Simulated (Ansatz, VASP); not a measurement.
## One calculation of PbS, two programs

```
Pb S
1.0
     4.15401    0.00000    0.00000
    -2.07700    3.59748    0.00000
     0.00000    0.00000    7.35958
Pb S
2 2
Direct
  0.00000 0.00000 0.00000
  0.00000 0.00000 0.50000
  0.33333 0.66667 0.25000
  0.66667 0.33333 0.75000
```

Alike in both runs: task single point; functional PBE; k mesh 6 × 6 × 4; occupations fermi-dirac, width 0.02 eV; no spin polarisation.

|  | VASP | Ansatz |
| --- | --- | --- |
| version | VASP 6.6.1 | Ansatz 0.2.0 |
| potentials or method | VASP PAW PBE potentials, release 64 (Pb_d, S) | plane waves, PAW |
| plane-wave cutoff (eV) | 520 | 420 |
| valence electrons in the cell | 40 | 40 |

|  | VASP | Ansatz | Ansatz less VASP |
| --- | --- | --- | --- |
| pressure (GPa) | -0.1 | 0.0 | +0.06 |

Neither program's run includes spin-orbit coupling.
